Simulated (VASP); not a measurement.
# Ir (P6/mmm) in VASP: notebook

The runs below take Ir through relaxation of shape and atoms at fixed volume, with PBE.

All numbers are computed with VASP 6.6.1; they aren't measurements. Logs are shortened: lines on timing, memory, paths and dates and some standing lists are left out, and cuts for length are marked.

## 1. The cell of the first run

The structure is hexagonal, space group P6/mmm (No. 191). Conventional cell: a = 2.241 Å, b = 2.241 Å, c = 2.191 Å, α = 90.00°, β = 90.00°, γ = 120.00°. Ir (site symmetry 6/mmm) has 8 Ir at 2.19 to 2.24 Å within 2.9 Å.

This isn't the form of Ir at room conditions, which is fcc.

## 2. Relaxation of shape and atoms at fixed volume, PBE

File INCAR:

```
PREC = Accurate ; ENCUT = 560
EDIFF = 1E-7 ; ISMEAR = -1
SIGMA = 0.05 ; LREAL = F
LASPH = T ; NELM = 120
ALGO = Normal ; ISIF = 4
LWAVE = F ; LCHARG = F
GGA = PE ; IBRION = 2
NSW = 50 ; EDIFFG = -0.005
GGA_COMPAT = F ; NELMIN = 4
```

File KPOINTS:

```
Automatic mesh
0
Gamma
  16 16 15
```

File POSCAR:

```
Ir
1.0
    2.2412597750      0.0000000000      0.0000000000
   -1.1206298875      1.9409879016      0.0000000000
    0.0000000000      0.0000000000      2.1906926479
Ir
1
Direct
    0.0000000000      0.0000000000      0.0000000000
```

Potentials or basis: VASP PAW PBE potentials, release 64 (Ir_sv_GW).

Run with:

```console
$ cat potpaw_PBE.64/Ir_sv_GW/POTCAR > POTCAR
$ mpirun -np 1 vasp_std > vasp.out
```

OUTCAR:

```text
PREC = Accurate
   ENCUT = 560
   EDIFF = 1E-7
   ISMEAR = -1
   LREAL = F
   LASPH = T
   NELM = 120
   ISIF = 4
   GGA = PE
   IBRION = 2
   NSW = 50
   EDIFFG = -0.005
   NELMIN = 4

 ion  position               nearest neighbor table
   1  0.000  0.000  0.000-

  LATTYP: Found a hexagonal cell.
 ALAT       =     2.2412597750
 C/A-ratio  =     0.9774380785

  Lattice vectors:

 A1 = (   2.2412597750,   0.0000000000,   0.0000000000)
 A2 = (  -1.1206298875,   1.9409879016,   0.0000000000)
 A3 = (   0.0000000000,   0.0000000000,   2.1906926479)

Analysis of symmetry for initial positions (statically):
=====================================================================
 Subroutine PRICEL returns:
 Original cell was already a primitive cell.

 Routine SETGRP: Setting up the symmetry group for a
 hexagonal supercell.

 Subroutine GETGRP returns: Found 24 space group operations
 (whereof 24 operations were pure point group operations)
 out of a pool of 24 trial point group operations.

The static configuration has the point symmetry D_6h.

Analysis of symmetry for dynamics (positions and initial velocities):
=====================================================================
 Subroutine PRICEL returns:
 Original cell was already a primitive cell.

 Routine SETGRP: Setting up the symmetry group for a
 hexagonal supercell.

 Subroutine GETGRP returns: Found 24 space group operations
 (whereof 24 operations were pure point group operations)
 out of a pool of 24 trial point group operations.

The dynamic configuration has the point symmetry D_6h.

 Subroutine INISYM returns: Found 24 space group operations
 (whereof 24 operations are pure point group operations),
 and found     1 'primitive' translations

----------------------------------------------------------------------------------------

                                     Primitive cell

  volume of cell :       9.5301

  direct lattice vectors                    reciprocal lattice vectors
     2.241259775  0.000000000  0.000000000     0.446177641  0.257600781  0.000000000
    -1.120629888  1.940987902  0.000000000     0.000000000  0.515201563  0.000000000
     0.000000000  0.000000000  2.190692648     0.000000000  0.000000000  0.456476631

  length of vectors
     2.241259775  2.241259775  2.190692648     0.515201563  0.515201563  0.456476631

  position of ions in fractional coordinates (direct lattice)
     0.000000000  0.000000000  0.000000000

  ion indices of the primitive-cell ions
   primitive index   ion index
                 1           1

----------------------------------------------------------------------------------------

 KPOINTS: Automatic mesh

Automatic generation of k-mesh.
 Grid dimensions read from file:
 generate k-points for:   16   16   15

 Generating k-lattice:

  Cartesian coordinates                     Fractional coordinates (reciprocal lattice)
     0.027886103  0.016100049  0.000000000     0.062500000  0.000000000  0.000000000
     0.000000000  0.032200098  0.000000000     0.000000000  0.062500000  0.000000000
     0.000000000  0.000000000  0.030431775     0.000000000  0.000000000  0.066666667

  Length of vectors
     0.032200098  0.032200098  0.030431775

  Shift w.r.t. Gamma in fractional coordinates (k-lattice)
     0.000000000  0.000000000  0.000000000

 Subroutine IBZKPT returns following result:
 ===========================================

 Found    240 irreducible k-points:

 Following reciprocal coordinates:
            Coordinates               Weight
  0.000000  0.000000  0.000000      1.000000
  0.062500 -0.000000  0.000000      6.000000
  0.125000 -0.000000  0.000000      6.000000
  0.187500 -0.000000  0.000000      6.000000
  0.250000 -0.000000  0.000000      6.000000
  0.312500 -0.000000  0.000000      6.000000
[... 16 lines left out ...]
  0.187500  0.187500  0.000000      6.000000
  0.250000  0.187500  0.000000     12.000000
 [... further k-points ...]
   k-points           NKPTS =    240   k-points in BZ     NKDIM =    240   number of bands    NBANDS=     12
   number of dos      NEDOS =    301   number of ions     NIONS =      1
   total plane-waves  NPLWV =   5832
   dimension x,y,z NGX =    18 NGY =   18 NGZ =   18
   dimension x,y,z NGXF=    36 NGYF=   36 NGZF=   36
   ions per type =               1
   NGX,Y,Z   is equivalent  to a cutoff of  13.35, 13.35, 13.66 a.u.
   NGXF,Y,Z  is equivalent  to a cutoff of  26.70, 26.70, 27.32 a.u.
 SYSTEM =  unknown system
   PREC   = accura    normal or accurate (medium, high low for compatibility)
   ISTART =      0    job   : 0-new  1-cont  2-samecut
   ICHARG =      2    charge: 1-file 2-atom 10-const
   ISPIN  =      1    spin polarized calculation?
   LNONCOLLINEAR =      F non collinear calculations
   LSORBIT =      F    spin-orbit coupling
   LASPH  =      T    aspherical Exc in radial PAW
   ENCUT  =  560.0 eV  41.16 Ry    6.42 a.u.   4.32  4.32  4.23*2*pi/ulx,y,z
   NELM   =    120;   NELMIN=  4; NELMDL= -5     # of ELM steps
   EDIFF  = 0.1E-06   stopping-criterion for ELM
   LREAL  =      F    real-space projection
   EDIFFG = -.5E-02   stopping-criterion for IOM
   NSW    =     50    number of steps for IOM
   IBRION =      2    ionic relax: 0-MD 1-quasi-New 2-CG
   NFREE  =      1    steps in history (QN), initial steepest desc. (CG)
   ISIF   =      4    stress and relaxation
   ISYM   =      2    0-nonsym 1-usesym 2-fastsym
   POTIM  = 0.5000    time-step for ionic-motion
   TEBEG  =    0.0;   TEEND  =   0.0 temperature during run
   PSTRESS=    0.0 pullay stress
   NELECT =      17.0000    total number of electrons
   NUPDOWN=      -1.0000    fix difference up-down
   EMIN   =  10.00;   EMAX   =-10.00  energy-range for DOS
   EFERMI =   0.00;   METHOD = LEGACY
   ISMEAR =    -1;   SIGMA  =   0.05  broadening in eV -4-tet -1-fermi 0-gaus
   EFERMI_NEDOS =   21; number of points for ismear=-14 and -15
   IALGO  =     38    algorithm
   IMIX   =      4    mixing-type and parameters
     AMIX     =   0.40;   BMIX     =  1.00
     AMIX_MAG =   1.60;   BMIX_MAG =  1.00
  volume/ion in A,a.u.               =       9.53        64.31
  Fermi-wavevector in a.u.,A,eV,Ry     =   1.985450  3.751957 53.634331  3.942012
  Thomas-Fermi vector in A             =   3.004577
   LORBIT       =      0    0 simple, 1 ext, 2 COOP (PROOUT), +10 PAW based schemes
   GGA     = PE    functional components
   LHFCALC =     F    Hartree Fock is set to
   AEXX    =    0.0000 exact exchange contribution
   IVDW    =     0    specifies the selected vdW correction
   LEPSILON=     F    determine dielectric tensor
   LRPA    =     F    only Hartree local field effects (RPA)
 conjugate gradient relaxation of ions
 non-spin polarized calculation
  energy-cutoff  :      560.00
  volume of cell :        9.53
 maximum number of plane-waves:       303
 NGX is ok and might be reduce to    18
   NGX =  9   NGY =  9   NGZ =  9

--------------------------------------- Ionic step        1  -------------------------------------------

 number of electron      17.0000000 magnetization

 Free energy of the ion-electron system (eV)
  ---------------------------------------------------
  ext. energy  EPLUGINS =         0.00000000
  ---------------------------------------------------
  free energy    TOTEN  =        -2.73475065 eV

  energy without entropy =       -2.73123889  energy(sigma->0) =       -2.73299477

------------------------ aborting loop because EDIFF is reached ----------------------------------------

  FORCE on cell =-STRESS in cart. coord.  units (eV):
  Direction    XX          YY          ZZ          XY          YZ          ZX
  --------------------------------------------------------------------------------------
  -------------------------------------------------------------------------------------
  Total       31.5533297     31.5533297     25.5846421      0.0000000      0.0000000     -0.0000000
  in kB     5304.6813557   5304.6813556   4301.2377834      0.0000000      0.0000000     -0.0000000
  external PRESSURE =    4970.2001649 kB  Pullay stress =       0.0000000 kB

 VOLUME and BASIS-vectors are now :
 -----------------------------------------------------------------------------
  energy-cutoff  :      560.00
  volume of cell :        9.53
      direct lattice vectors                 reciprocal lattice vectors
     2.241259775  0.000000000  0.000000000     0.446177641  0.257600781  0.000000000
    -1.120629888  1.940987902  0.000000000     0.000000000  0.515201563  0.000000000
     0.000000000  0.000000000  2.190692648     0.000000000  0.000000000  0.456476631
[... 176 lines left out ...]
 POSITION                                       TOTAL-FORCE (eV/Angst)
 -----------------------------------------------------------------------------------
     -0.00000      0.00000      0.00000        -0.000000     -0.000000      0.000000
 -----------------------------------------------------------------------------------
    total drift:                               -0.000000      0.000000      0.000000

  FREE ENERGIE OF THE ION-ELECTRON SYSTEM (eV)
  ---------------------------------------------------
  free  energy   TOTEN  =        -2.7861742804 eV

  energy  without entropy=       -2.7823061045  energy(sigma->0) =       -2.78424019

--------------------------------------- Ionic step        7  -------------------------------------------

 number of electron      17.0000000 magnetization

 Free energy of the ion-electron system (eV)
  ---------------------------------------------------
  ext. energy  EPLUGINS =         0.00000000
  ---------------------------------------------------
  free energy    TOTEN  =        -2.78623742 eV

  energy without entropy =       -2.78236406  energy(sigma->0) =       -2.78430074

 E-fermi :  21.7842     XC(G=0): -17.1490

 val. band max:       21.7820973972   @ k =   0.3750   0.1250   0.2667
 cond. band min:      21.8031990236   @ k =   0.5000  -0.0000   0.1333
 fundamental gap:      0.0211016264
 Fermi energy:        21.7841969465

 k-point     1 :       0.0000    0.0000    0.0000
  band No.  band energies     occupation
      1     -72.7404      2.00000
      2     -28.0141      2.00000
      3     -28.0141      2.00000
      4     -27.9764      2.00000
      5       6.7450      2.00000
      6       9.3350      2.00000
      7      15.1582      2.00000
      8      15.1582      2.00000
      9      25.0557      0.00000
     10      25.0557      0.00000
     11      34.2099      0.00000
     12      39.8198      0.00000

 k-point     2 :       0.0625   -0.0000    0.0000
  band No.  band energies     occupation
      1     -72.7230      2.00000
      2     -28.1680      2.00000
      3     -28.0477      2.00000
      4     -27.9612      2.00000
      5       7.0391      2.00000
      6       9.4651      2.00000
      7      14.8777      2.00000
      8      15.4286      2.00000
      9      24.6367      0.00000
     10      24.9906      0.00000
     11      34.8916      0.00000
     12      40.4388      0.00000
[... 316 lines left out ...]
 k-point    24 :       0.2500    0.1875    0.0000
  band No.  band energies     occupation
      1     -72.3188      2.00000
      2     -30.8210      2.00000
      3     -29.2346      2.00000
      4     -27.5867      2.00000
      5      11.2613      2.00000
      6      11.7032      2.00000
      7      14.5930      2.00000
      8      19.4376      2.00000
      9      22.5937      0.00000
     10      25.2332      0.00000
     11      35.1133      0.00000
     12      36.8192      0.00000

 [... further k-points ...]

------------------------ aborting loop because EDIFF is reached ----------------------------------------

  FORCE on cell =-STRESS in cart. coord.  units (eV):
  Direction    XX          YY          ZZ          XY          YZ          ZX
  --------------------------------------------------------------------------------------
  -------------------------------------------------------------------------------------
  Total       29.3609842     29.3609842     29.3604370     -0.0000000      0.0000000      0.0000000
  in kB     4936.1087188   4936.1087185   4936.0167201     -0.0000000      0.0000000      0.0000000
  external PRESSURE =    4936.0780525 kB  Pullay stress =       0.0000000 kB

 VOLUME and BASIS-vectors are now :
 -----------------------------------------------------------------------------
  energy-cutoff  :      560.00
  volume of cell :        9.53
      direct lattice vectors                 reciprocal lattice vectors
     2.260829139  0.000000000 -0.000000000     0.442315601  0.255371031  0.000000000
    -1.130414570  1.957935468  0.000000000    -0.000000000  0.510742063  0.000000000
     0.000000000 -0.000000000  2.152932234     0.000000000 -0.000000000  0.464482804

 POSITION                                       TOTAL-FORCE (eV/Angst)
 -----------------------------------------------------------------------------------
     -0.00000      0.00000      0.00000        -0.000000     -0.000000      0.000000
 -----------------------------------------------------------------------------------
    total drift:                                0.000000      0.000000      0.000000

  FREE ENERGIE OF THE ION-ELECTRON SYSTEM (eV)
  ---------------------------------------------------
  free  energy   TOTEN  =        -2.7862374161 eV

  energy  without entropy=       -2.7823640577  energy(sigma->0) =       -2.78430074

 reached required accuracy - stopping structural energy minimisation
```

Wall time 72 s (1 thread of Intel Xeon 6975P-C (Granite Rapids), shared host); peak memory 0.15 GiB.

What came out:

```yaml
Free_energy: -2.7862 eV
Pressure_after_relaxing: 493.6 GPa
Band_gap_on_the_k_mesh: zero (an odd number of electrons rules out a gap without spin polarisation)
```

Final structure:
```
CELL_PARAMETERS angstrom
2.26083 0.00000 0.00000
-1.13041 1.95794 0.00000
0.00000 0.00000 2.15293
ATOMIC_POSITIONS crystal
Ir 0.00000 0.00000 0.00000
```

Caveat: spin-orbit coupling is left out, which moves the levels of the heavy elements.

[end of part 1 of 2]

The gap in the log of VASP goes by the Fermi energy; the results here count the filled bands.